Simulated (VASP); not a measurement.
WSe3, 4 atoms in the cell. It takes space group I4/mmm (No. 139, tetragonal). Conventional cell: a = 4.395 Å, b = 4.395 Å, c = 9.816 Å, α = 90.00°, β = 90.00°, γ = 90.00°. Within 4.1 Å of W (site symmetry 4/mmm) lie 12 Se at 3.11 to 3.29 Å. Se (site symmetry 4/mmm) has 4 W at 3.11 Å and 8 Se at 3.29 Å within 4.1 Å. Within 4.1 Å of Se (site symmetry -4m2) lie 8 Se at 3.11 to 3.29 Å and 4 W at 3.29 Å. 

* Program: VASP 6.6.1
* Task: single point
* Functional: PBE
* Potentials or basis: VASP PAW PBE potentials, release 64 (W_sv, Se)
* Cutoff: 520 eV
* k mesh: 6 × 6 × 6
* Occupations: gaussian, width 0.1 eV
* Spin: no spin polarisation
* Dipole correction: no
* Further INCAR settings: ALGO = Normal; EDIFF = 1e-06; NBANDS = 24

Potentials or basis: VASP PAW PBE potentials, release 64 (W_sv, Se).

The run is started by

```sh
$ cat potpaw_PBE.64/W_sv/POTCAR potpaw_PBE.64/Se/POTCAR > POTCAR
$ mpirun -np 1 vasp_std > vasp.out
```

Hardware: 1 thread of Intel Xeon 6975P-C (shared host).

Q: How long does it take, and how much memory?

A: It took 120 s on 1 thread of Intel Xeon 6975P-C, on a shared host, peak memory 0.35 GiB. Counts: scf iterations 16, k points 30.
